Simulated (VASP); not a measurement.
Write the native input for VASP 6.6.1 that does the following.

```yaml
Task: single point
Functional: PBEsol
Potentials_or_basis: VASP PAW PBE potentials, release 64 (Ti_sv, O)
Cutoff: 520 eV
k_mesh: 12 × 12 × 16
Occupations: gaussian, width 0.15 eV
Spin: no spin polarisation
Dipole_correction: no
Further_INCAR_settings: ALGO = Normal; EDIFF = 1e-06; NBANDS = 36
```

The structure of TiO lies in POSCAR:

```
TiO
1.0
    4.7105179706      0.0000000000      0.0000000000
   -2.3552589853      4.0794282275      0.0000000000
    0.0000000000      0.0000000000      2.9068668421
Ti O
3 3
Direct
    0.6666666667      0.3333333333      0.5000000000
    0.3333333333      0.6666666667      0.5000000000
    0.0000000000      0.0000000000      0.0000000000
    0.6052948636      0.6052948636      0.0000000000
    0.3947051364      0.0000000000      0.0000000000
    0.0000000000      0.3947051364      0.0000000000
```

This cell differs from its parent crystal: strain -0.050 along x and y, +0.025 along z.

These files were run (other wordings do the same):

INCAR

```
SYSTEM = TiO
PREC     = Accurate       ! precision mode
ENCUT    = 520            ! plane-wave cutoff, eV
EDIFF    = 1E-6           ! SCF threshold, eV
ISMEAR   = 0              ! smearing method
SIGMA    = 0.15           ! smearing width, eV
LREAL    = .FALSE.        ! projectors in reciprocal space
LASPH    = .TRUE.         ! aspherical terms in the spheres
NELM     = 60             ! most SCF steps
ALGO     = Normal         ! electronic algorithm
ISIF     = 2              ! what is computed and relaxed
LWAVE    = .FALSE.        ! write WAVECAR
LCHARG   = .FALSE.        ! write CHGCAR
GGA      = PS             ! functional
NBANDS   = 36             ! bands
```

KPOINTS

```
regular mesh
0
G
  12 12 16
  0 0 0
```

Potentials or basis: VASP PAW PBE potentials, release 64 (Ti_sv, O).

The run is started by

```console
$ cat potpaw_PBE.64/Ti_sv/POTCAR potpaw_PBE.64/O/POTCAR > POTCAR
$ mpirun -np 1 vasp_std > vasp.out
```

It gave:

The pressure is 24.3 GPa, the largest force is 0.882 eV/Å and the band gap on the k mesh is zero (bands 27 and 28 overlap by 0.40 eV).

Caveat: the cell differs from its parent crystal (strain -0.050 along x and y, +0.025 along z); the cell stands under pressure; the PAW data sets were made with another functional, which shifts forces and pressure a little; semilocal functionals often make such compounds metallic where correlation or magnetic order opens a gap, which also shifts bond lengths.

It took 3.8 min on 1 thread of AMD EPYC 9R45 (Zen 5) (shared host), peak memory 0.33 GiB.
